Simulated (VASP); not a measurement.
## SnO2: relaxation of cell and atoms with PBE

SnO2:

```
Sn O
1.0
     5.17526    0.00000    0.00000
     0.00000    5.17526    0.00000
     0.00000    0.00000    5.17526
Sn O
4 8
Direct
  0.00000 0.50000 0.50000
  0.50000 0.50000 0.00000
  0.50000 0.00000 0.50000
  0.00000 0.00000 0.00000
  0.33890 0.16110 0.83890
  0.16110 0.83890 0.33890
  0.83890 0.33890 0.16110
  0.66110 0.66110 0.66110
  0.33890 0.33890 0.33890
  0.16110 0.66110 0.83890
  0.83890 0.16110 0.66110
  0.66110 0.83890 0.16110
```

| Property | Result |
| --- | --- |
| Program | VASP 6.6.1 |
| Task | relaxation of cell and atoms |
| Functional | PBE |
| Potentials or basis | VASP PAW PBE potentials, release 64 (Sn_d, O) |
| Cutoff | 600 eV |
| k mesh | 4 × 4 × 4 |
| Occupations | fermi-dirac, width 0.02 eV |
| Spin | no spin polarisation |
| Dipole correction | no |
| Further INCAR settings | ALGO = Normal; EDIFF = 1e-06; IBRION = 2; EDIFFG = -0.005; NSW = 80; ISIF = 3 |

The relaxed volume is 11.54 Å³/atom and the relaxed cell is a = 5.173 Å, b = 5.173 Å, c = 5.173 Å, α = 90.00°, β = 90.00°, γ = 90.00°. The space group after relaxing (to 0.1 Å) is Pa-3 (No. 205) and the energy gained by relaxing is 0.0 meV/atom. The ionic steps are 6, the pressure after relaxing is 0.0 GPa and the band gap on the k mesh is 0.58 eV (least direct gap 0.63 eV).

Forces in eV/Å, atoms in the order of the input:
```
Sn   0.000  0.000  0.000
Sn   0.000  0.000  0.000
Sn   0.000  0.000  0.000
Sn   0.000  0.000  0.000
O    0.001 -0.001  0.001
O   -0.001  0.001  0.001
O    0.001  0.001 -0.001
O   -0.001 -0.001 -0.001
O    0.001  0.001  0.001
O   -0.001 -0.001  0.001
O    0.001 -0.001 -0.001
O   -0.001  0.001 -0.001
```

The path:
```tsv
step	energy change (eV)	largest force (eV/Å)	pressure (GPa)	volume (Å³)
1	0.0000	0.0054	-0.23	138.61
2	-0.0001	0.0068	0.21	138.28
3	-0.0001	0.0062	0.01	138.42
4	-0.0001	0.0062	0.00	138.43
5	-0.0002	0.0051	0.00	138.43
6	-0.0002	0.0026	0.00	138.42
```

Final structure:
```xyz
12
Lattice="5.1729 0.0000 0.0000 0.0000 5.1729 0.0000 0.0000 0.0000 5.1729" Properties=species:S:1:pos:R:3 pbc="T T T"
Sn    0.0000    2.5865    2.5865
Sn    2.5865    2.5865    0.0000
Sn    2.5865    0.0000    2.5865
Sn    0.0000    0.0000    0.0000
O     1.7538    0.8326    4.3403
O     0.8326    4.3403    1.7538
O     4.3403    1.7538    0.8326
O     3.4191    3.4191    3.4191
O     1.7538    1.7538    1.7538
O     0.8326    3.4191    4.3403
O     4.3403    0.8326    3.4191
O     3.4191    4.3403    0.8326
```

Levels at points of the mesh, in eV from the valence-band top:
| k point | band 50 | band 51 | band 52 | band 53 | band 54 | band 55 |
| --- | --- | --- | --- | --- | --- | --- |
| (0.00, 0.00, 0.00) | -0.06 | -0.06 | -0.06 | 0.58 | 5.75 | 5.75 |
| (0.50, 0.00, 0.00) | -0.44 | 0.00 | 0.00 | 3.64 | 3.64 | 4.86 |
| (0.50, 0.50, 0.00) | -0.30 | -0.30 | -0.30 | 4.52 | 4.52 | 4.52 |
| (0.50, 0.50, 0.50) | -0.61 | -0.61 | -0.61 | 5.00 | 5.00 | 5.00 |

Wall time 9.7 min on 1 thread of Oxide Virtual Turin-like Processor, with other jobs on the host, peak memory 0.27 GiB.

Caveat: semilocal functionals underestimate gaps, and a narrow one can read as zero; spin-orbit coupling is left out, which moves the levels of the heavy elements. A k mesh can miss the band edges.
